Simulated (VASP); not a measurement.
# RbBr (F-43m) in VASP: a series of runs, part 2 of 2

VASP 6.6.1.

## (3) Single point, PBE-based screened hybrid with 35 % exact exchange

Contents of POSCAR:

```
RbBr
1.0
    0.0000000000      3.8694968646      3.8694968646
    3.8694968646      0.0000000000      3.8694968646
    3.8694968646      3.8694968646      0.0000000000
Rb Br
1 1
Direct
    0.0000000000      0.0000000000      0.0000000000
    0.2500000000      0.2500000000      0.2500000000
```

Contents of INCAR.step1:

```
PREC = Accurate
ENCUT = 520
EDIFF = 1E-5
ISMEAR = 0
SIGMA = 0.01
LREAL = F
LASPH = T
NELM = 60
ALGO = Normal
ISIF = 2
LWAVE = T
LCHARG = F
NBANDS = 15
GGA = PE
```

Contents of INCAR.step2:

```
PREC = Accurate
ENCUT = 520
EDIFF = 1E-6
ISMEAR = 0
SIGMA = 0.01
LREAL = F
LASPH = T
NELM = 60
ALGO = Normal
ISIF = 2
LWAVE = F
LCHARG = F
GGA = PE
LHFCALC = T
AEXX = 0.35
HFSCREEN = 0.3
PRECFOCK = Normal
NBANDS = 15
ISTART = 1
```

Contents of KPOINTS:

```
regular mesh
0
Gamma
  4 4 4
```

Potentials or basis: VASP PAW PBE potentials, release 64 (Rb_sv, Br).

On the command line:

```sh
$ cat potpaw_PBE.64/Rb_sv/POTCAR potpaw_PBE.64/Br/POTCAR > POTCAR
$ cp INCAR.step1 INCAR
$ mpirun -np 1 vasp_std > vasp.out
$ cp INCAR.step2 INCAR
$ mpirun -np 1 vasp_std > vasp.out
```

OUTCAR:

```text
PREC = Accurate
   ENCUT = 520
   EDIFF = 1E-6
   ISMEAR = 0
   LREAL = F
   LASPH = T
   NELM = 60
   ISIF = 2
   GGA = PE
   LHFCALC = T
   AEXX = 0.35
   HFSCREEN = 0.3
   PRECFOCK = Normal
   ISTART = 1

 ion  position               nearest neighbor table
   1  0.000  0.000  0.000-   2 3.35   2 3.35   2 3.35   2 3.35
   2  0.250  0.250  0.250-   1 3.35   1 3.35   1 3.35   1 3.35

  LATTYP: Found a face centered cubic cell.
 ALAT       =     7.7389937292

  Lattice vectors:

 A1 = (   0.0000000000,   3.8694968646,   3.8694968646)
 A2 = (   3.8694968646,   0.0000000000,   3.8694968646)
 A3 = (   3.8694968646,   3.8694968646,   0.0000000000)

Analysis of symmetry for initial positions (statically):
=====================================================================
 Subroutine PRICEL returns:
 Original cell was already a primitive cell.

 Routine SETGRP: Setting up the symmetry group for a
 face centered cubic supercell.

 Subroutine GETGRP returns: Found 24 space group operations
 (whereof 24 operations were pure point group operations)
 out of a pool of 48 trial point group operations.

The static configuration has the point symmetry T_d .

Analysis of symmetry for dynamics (positions and initial velocities):
=====================================================================
 Subroutine PRICEL returns:
 Original cell was already a primitive cell.

 Routine SETGRP: Setting up the symmetry group for a
 face centered cubic supercell.

 Subroutine GETGRP returns: Found 24 space group operations
 (whereof 24 operations were pure point group operations)
 out of a pool of 48 trial point group operations.

The dynamic configuration has the point symmetry T_d .

 Subroutine INISYM returns: Found 24 space group operations
[... 113 lines left out ...]
   HFSCREEN=    0.3000 screening length (either q_TF or 0.3 A-1)
   HFSCREENC=   0.3000 screening length for correlation (either q_TF or 0.3 A-1)
   ENCUTFOCK=  -1.0 apply spherical cutoff to Coloumb kernel
   IVDW    =     0    specifies the selected vdW correction
   LEPSILON=     F    determine dielectric tensor
   LRPA    =     F    only Hartree local field effects (RPA)
 non-spin polarized calculation
 Gauss-broadening in eV      SIGMA  =   0.01
  energy-cutoff  :      520.00
  volume of cell :      115.88
 maximum number of plane-waves:      3142
 NGX is ok and might be reduce to    42
  NGX = 32; NGY = 32; NGZ = 32

 number of electron      15.9999998 magnetization

 Free energy of the ion-electron system (eV)
  ---------------------------------------------------
  ext. energy  EPLUGINS =         0.00000000
  ---------------------------------------------------
  free energy    TOTEN  =        -7.03501534 eV

  energy without entropy =       -7.03501534  energy(sigma->0) =       -7.03501534

 E-fermi :  -4.0289     XC(G=0):  -4.6705

 val. band max:       -4.0855300610   @ k =   0.5000   0.5000   0.0000
 cond. band min:       1.2196349243   @ k =   0.0000   0.0000   0.0000
 fundamental gap:      5.3051649853
 Fermi energy:        -4.0289015101

 k-point     1 :       0.0000    0.0000    0.0000
  band No.  band energies     occupation
      1     -30.9451      2.00000
      2     -17.2980      2.00000
      3     -13.4600      2.00000
      4     -13.4600      2.00000
      5     -13.4600      2.00000
      6      -4.1736      2.00000
      7      -4.1736      2.00000
      8      -4.1736      2.00000
      9       1.2196      0.00000
     10       5.5420      0.00000
     11       5.5420      0.00000
     12       6.4708      0.00000
     13       6.4708      0.00000
     14       6.4708      0.00000
[... 113 lines left out ...]
      2     -17.3571      2.00000
      3     -13.5038      2.00000
      4     -13.4936      2.00000
      5     -13.3502      2.00000
      6      -4.3389      2.00000
      7      -4.2221      2.00000
      8      -4.0864      2.00000
      9       3.1917      0.00000
     10       3.9048      0.00000
     11       5.7361      0.00000
     12       5.7575      0.00000
     13       6.1913      0.00000
     14       6.5394      0.00000
     15       7.5662      0.00000

------------------------ aborting loop because EDIFF is reached ----------------------------------------

  FORCE on cell =-STRESS in cart. coord.  units (eV):
  Direction    XX          YY          ZZ          XY          YZ          ZX
  --------------------------------------------------------------------------------------
  -------------------------------------------------------------------------------------
  Total        0.0238519      0.0238519      0.0238519      0.0000000      0.0000000      0.0000000
  in kB        0.3297922      0.3297922      0.3297922      0.0000000      0.0000000      0.0000000
  external PRESSURE =       0.3297922 kB  Pullay stress =       0.0000000 kB

 VOLUME and BASIS-vectors are now :
 -----------------------------------------------------------------------------
  energy-cutoff  :      520.00
  volume of cell :      115.88
      direct lattice vectors                 reciprocal lattice vectors
     0.000000000  3.869496865  3.869496865    -0.129215766  0.129215766  0.129215766
     3.869496865  0.000000000  3.869496865     0.129215766 -0.129215766  0.129215766
     3.869496865  3.869496865  0.000000000     0.129215766  0.129215766 -0.129215766

 POSITION                                       TOTAL-FORCE (eV/Angst)
 -----------------------------------------------------------------------------------
      0.00000      0.00000      0.00000         0.000000      0.000000      0.000000
      1.93475      1.93475      1.93475        -0.000000     -0.000000     -0.000000
 -----------------------------------------------------------------------------------
    total drift:                                0.000004     -0.000004      0.000001

  FREE ENERGIE OF THE ION-ELECTRON SYSTEM (eV)
  ---------------------------------------------------
  free  energy   TOTEN  =        -7.0350153380 eV

  energy  without entropy=       -7.0350153380  energy(sigma->0) =       -7.03501534
```

OUTCAR.step1:

```text
PREC = Accurate
   ENCUT = 520
   EDIFF = 1E-5
   ISMEAR = 0
   LREAL = F
   LASPH = T
[... 346 lines left out ...]
 -----------------------------------------------------------------------------------
      0.00000      0.00000      0.00000        -0.000000     -0.000000      0.000000
      1.93475      1.93475      1.93475         0.000000      0.000000     -0.000000
 -----------------------------------------------------------------------------------
    total drift:                                0.000000      0.000000      0.000000

  FREE ENERGIE OF THE ION-ELECTRON SYSTEM (eV)
  ---------------------------------------------------
  free  energy   TOTEN  =        -5.9275007152 eV

  energy  without entropy=       -5.9275007152  energy(sigma->0) =       -5.92750072
```

OSZICAR.step1:

```text
N       E                     dE             d eps       ncg     rms          rms(c)
DAV:   1     0.931452163276E+02    0.93145E+02   -0.60602E+03   240   0.859E+02
DAV:   2     0.174473716052E+01   -0.91400E+02   -0.82842E+02   327   0.158E+02
DAV:   3    -0.611320784408E+01   -0.78579E+01   -0.78252E+01   324   0.488E+01
DAV:   4    -0.632197287598E+01   -0.20877E+00   -0.20869E+00   367   0.803E+00
DAV:   5    -0.632368819628E+01   -0.17153E-02   -0.17153E-02   317   0.728E-01    0.285E+00
DAV:   6    -0.595258118604E+01    0.37111E+00   -0.46026E-01   317   0.271E+00    0.186E+00
DAV:   7    -0.590058358525E+01    0.51998E-01   -0.23492E-01   317   0.198E+00    0.965E-01
DAV:   8    -0.592267149108E+01   -0.22088E-01   -0.24338E-02   301   0.819E-01    0.152E-01
DAV:   9    -0.592572964281E+01   -0.30582E-02   -0.32056E-03   254   0.260E-01    0.119E-01
DAV:  10    -0.592745657506E+01   -0.17269E-02   -0.11216E-03   240   0.207E-01    0.228E-02
DAV:  11    -0.592748896607E+01   -0.32391E-04   -0.10332E-04   324   0.528E-02    0.929E-03
DAV:  12    -0.592750045891E+01   -0.11493E-04   -0.22245E-05   232   0.348E-02    0.255E-03
DAV:  13    -0.592750071516E+01   -0.25625E-06   -0.53670E-07   204   0.467E-03
   1 F= -.59275007E+01 E0= -.59275007E+01  d E =-.539810E-17
```

Run time: 4.9 min. Hardware: 1 thread of Intel Xeon 6975P-C (Granite Rapids), shared host; peak memory 0.37 GiB.

What came out:

```yaml
Free_energy: -7.0350 eV
Pressure: 0.0 GPa
Band_gap_on_the_k_mesh: 5.31 eV (least direct gap 5.39 eV)
```

Caveat: the structure was generated, so it needn't be the stable form of RbBr; the PAW data sets were made with another functional, which shifts forces and pressure a little.

## (4) Single point, PBE-based screened hybrid with 10 % exact exchange

POSCAR is that of step 3.

Contents of INCAR.step1:

```
SYSTEM = RbBr
ALGO     = Normal         ! electronic algorithm
EDIFF    = 1E-5           ! SCF threshold, eV
ENCUT    = 520            ! plane-wave cutoff, eV
GGA      = PE             ! functional
ISIF     = 2              ! what is computed and relaxed
ISMEAR   = 0              ! smearing method
LASPH    = .TRUE.         ! aspherical terms in the spheres
LREAL    = .FALSE.        ! projectors in reciprocal space
LWAVE    = .TRUE.         ! write WAVECAR
NBANDS   = 15             ! bands
NELM     = 60             ! most SCF steps
PREC     = Accurate       ! precision mode
SIGMA    = 0.01           ! smearing width, eV
```

Contents of INCAR.step2:

```
SYSTEM = RbBr
AEXX     = 0.1            ! exact-exchange fraction
ALGO     = Normal         ! electronic algorithm
EDIFF    = 1E-6           ! SCF threshold, eV
ENCUT    = 520            ! plane-wave cutoff, eV
GGA      = PE             ! functional
HFSCREEN = 0.3            ! screening, 1/A
ISIF     = 2              ! what is computed and relaxed
ISMEAR   = 0              ! smearing method
ISTART   = 1            
LASPH    = .TRUE.         ! aspherical terms in the spheres
LCHARG   = .TRUE.         ! write CHGCAR
LELF     = .TRUE.         ! ELF
LHFCALC  = .TRUE.         ! exact exchange
LREAL    = .FALSE.        ! projectors in reciprocal space
LVHAR    = .TRUE.       
LWAVE    = .FALSE.        ! write WAVECAR
NBANDS   = 15             ! bands
NELM     = 60             ! most SCF steps
PREC     = Accurate       ! precision mode
PRECFOCK = Normal       
SIGMA    = 0.01           ! smearing width, eV
```

Contents of KPOINTS:

```
k-points
0
G
  4 4 4
  0 0 0
```

On the command line:

```sh
$ cat potpaw_PBE.64/Rb_sv/POTCAR potpaw_PBE.64/Br/POTCAR > POTCAR
$ cp INCAR.step1 INCAR
$ mpirun -np 1 vasp_std > vasp.out
$ cp INCAR.step2 INCAR
$ mpirun -np 1 vasp_std > vasp.out
```

Run time: 3.3 min. Hardware: 1 thread of Intel Xeon 6975P-C (Granite Rapids), shared host; peak memory 0.38 GiB.

Results (log left out):

- Free energy: -6.2346 eV
- Pressure: 0.1 GPa
- Band gap on the k mesh: 4.42 eV (least direct gap 4.51 eV)

Levels at points of the mesh, in eV from the valence-band top:
| k point | band 6 | band 7 | band 8 | band 9 | band 10 | band 11 |
| --- | --- | --- | --- | --- | --- | --- |
| (0.00, 0.00, 0.00) | -0.09 | -0.09 | -0.09 | 4.42 | 8.58 | 8.58 |
| (0.50, 0.00, 0.00) | -0.30 | -0.04 | -0.04 | 6.64 | 6.83 | 8.19 |
| (0.50, 0.50, 0.00) | -0.39 | 0.00 | 0.00 | 6.26 | 7.09 | 8.84 |

Caveat: the structure was generated, so it needn't be the stable form of RbBr; the PAW data sets were made with another functional, which shifts forces and pressure a little.

## (5) Single point, PBE-based screened hybrid with 50 % exact exchange

POSCAR is that of step 4.

Contents of INCAR.step1:

```
PREC     = Accurate       # precision mode
ENCUT    = 520            # plane-wave cutoff, eV
EDIFF    = 1E-5           # SCF threshold, eV
ISMEAR   = 0              # smearing method
SIGMA    = 0.01           # smearing width, eV
LREAL    = F              # projectors in reciprocal space
LASPH    = T              # aspherical terms in the spheres
NELM     = 80             # most SCF steps
ALGO     = Normal         # electronic algorithm
ISIF     = 2              # what is computed and relaxed
LWAVE    = T              # write WAVECAR
LCHARG   = F              # write CHGCAR
NBANDS   = 15             # bands
GGA      = PE             # functional
```

Contents of INCAR.step2:

```
PREC     = Accurate       # precision mode
ENCUT    = 520            # plane-wave cutoff, eV
EDIFF    = 1E-6           # SCF threshold, eV
ISMEAR   = 0              # smearing method
SIGMA    = 0.01           # smearing width, eV
LREAL    = F              # projectors in reciprocal space
LASPH    = T              # aspherical terms in the spheres
NELM     = 80             # most SCF steps
ALGO     = Normal         # electronic algorithm
ISIF     = 2              # what is computed and relaxed
LWAVE    = F              # write WAVECAR
LCHARG   = F              # write CHGCAR
GGA      = PE             # functional
LHFCALC  = T              # exact exchange
AEXX     = 0.5            # exact-exchange fraction
HFSCREEN = 0.3            # screening, 1/A
PRECFOCK = Normal       
NBANDS   = 15             # bands
ISTART   = 1
```

Contents of KPOINTS:

```
Automatic mesh
0
Gamma
  4 4 4
```

On the command line:

```sh
$ cat potpaw_PBE.64/Rb_sv/POTCAR potpaw_PBE.64/Br/POTCAR > POTCAR
$ cp INCAR.step1 INCAR
$ mpirun -np 1 vasp_std > vasp.out
$ cp INCAR.step2 INCAR
$ mpirun -np 1 vasp_std > vasp.out
```

It took 5.5 min on 1 thread of Intel Xeon 6975P-C (Granite Rapids), shared host; peak memory 0.37 GiB.

The run converged. Its results:

- Free energy: -7.5360 eV
- Pressure: 0.0 GPa
- Band gap on the k mesh: 5.85 eV (least direct gap 5.94 eV)

Levels at points of the mesh, in eV from the valence-band top:
| k point | band 6 | band 7 | band 8 | band 9 | band 10 | band 11 |
| --- | --- | --- | --- | --- | --- | --- |
| (0.00, 0.00, 0.00) | -0.09 | -0.09 | -0.09 | 5.85 | 10.27 | 10.27 |
| (0.50, 0.00, 0.00) | -0.28 | -0.04 | -0.04 | 8.14 | 8.24 | 9.77 |
| (0.50, 0.50, 0.00) | -0.38 | 0.00 | 0.00 | 7.66 | 8.55 | 10.55 |

Caveat: the structure was generated, so it needn't be the stable form of RbBr; the PAW data sets were made with another functional, which shifts forces and pressure a little.

## (6) The runs side by side

| level | smearing | grid for exact exchange (PRECFOCK) | share of exact exchange | screening parameter | gap on the mesh (eV) | pressure (GPa) |
| --- | --- | --- | --- | --- | --- | --- |
| PBE | methfessel-paxton 0.2 eV | - | - | - | 4.08 | 0.2 |
| PBE-based screened hybrid with 35 % exact exchange | gaussian 0.01 eV | Normal | 0.35 | 0.3 1/Å | 5.31 | 0.0 |
| PBE-based screened hybrid with 10 % exact exchange | gaussian 0.01 eV | Normal | 0.1 | 0.3 1/Å | 4.42 | 0.1 |
| PBE-based screened hybrid with 50 % exact exchange | gaussian 0.01 eV | Normal | 0.5 | 0.3 1/Å | 5.85 | 0.0 |

Alike in all rows: task single point; potentials or basis VASP PAW PBE potentials, release 64 (Rb_sv, Br); no spin polarisation; cell as given; k mesh 4 × 4 × 4; cutoff (eV) 520.

On the cell as given the gap runs from 4.08 eV (PBE) to 5.85 eV (PBE-based screened hybrid with 50 % exact exchange).

Caveats: the structure was generated, so it needn't be the stable form of RbBr; the PAW data sets were made with another functional, which shifts forces and pressure a little (at least some runs).

Total energies depend on the potentials used, so only differences within one code and one set of settings carry meaning.
